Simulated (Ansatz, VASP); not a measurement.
One calculation of Ga2Te2S, two programs

```
Ga Te S
1.0
    -2.86150    2.86150    3.74937
     2.86150   -2.86150    3.74937
     2.86150    2.86150   -3.74937
Ga Te S
2 2 1
Direct
  0.67721 0.67721 0.00000
  0.32279 0.32279 0.00000
  0.75000 0.25000 0.50000
  0.25000 0.75000 0.50000
  0.00000 0.00000 0.00000
```

Change from the starting cell: species swapped into the PrSi2Ag2 type (I4/mmm, No. 139).

Alike in both runs: task relaxation of cell and atoms; functional PBE; k mesh 10 × 10 × 10; occupations gaussian, width 0.1 eV; no spin polarisation.

|  | VASP | Ansatz |
| --- | --- | --- |
| version | VASP 6.6.1 | Ansatz 0.2.0 |
| potentials or method | VASP PAW PBE potentials, release 64 (Ga_d, Te, S), cutoff 600 eV | scalar-relativistic, plane waves, PAW |
| valence electrons in the cell | 44 | 64 |

Ansatz gave:

```
gap on the k mesh at the Fermi level, each at its own relaxed structure (eV) : none
relaxed volume (Å³/atom)                                                     : 24.47
relaxed cell length with the largest relative difference (Å)                 : 5.514
```

Estimate VASP's values.

gap on the k mesh at the Fermi level, each at its own relaxed structure (eV): none; relaxed volume (Å³/atom): 24.47; relaxed cell length with the largest relative difference (Å): 5.513.

A gap of «none» marks a metal or a gap that the smearing closes. VASP's potentials hold 44 valence electrons a cell and Ansatz's 64, so a difference there can come from the potentials and not from the codes.

Spin-orbit coupling is off throughout.
